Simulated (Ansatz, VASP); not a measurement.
**Ru: VASP beside Ansatz**

```
Ru
1.0
     2.70595    0.00000    0.00000
    -1.35297    2.34342    0.00000
     0.00000    0.00000    4.25791
Ru
2
Direct
  0.33333 0.66667 0.25000
  0.66667 0.33333 0.75000
```

Alike in both runs: task single point; functional r2SCAN; k mesh 13 × 13 × 8; occupations fermi-dirac, width 0.6 eV; no spin polarisation.

|  | VASP | Ansatz |
| --- | --- | --- |
| version | VASP 6.6.1 | Ansatz 0.2.0 |
| potentials or method | VASP PAW PBE potentials, release 64 (Ru_pv), cutoff 520 eV | plane waves (500 eV) with PAW, scalar-relativistic |
| valence electrons in the cell | 28 | 32 |

```csv
,VASP,Ansatz,Ansatz less VASP
pressure (GPa),12.6,11.0,-1.57
"traceless stress, the component that is largest in VASP (GPa)",2.94,2.82,-0.121
```

VASP's potentials were made for PBE, not for r2SCAN. The functional is the same, so the differences come from potentials, cutoffs and numerics. VASP's potentials hold 28 valence electrons a cell and Ansatz's 32, so a difference there can come from the potentials and not from the codes.
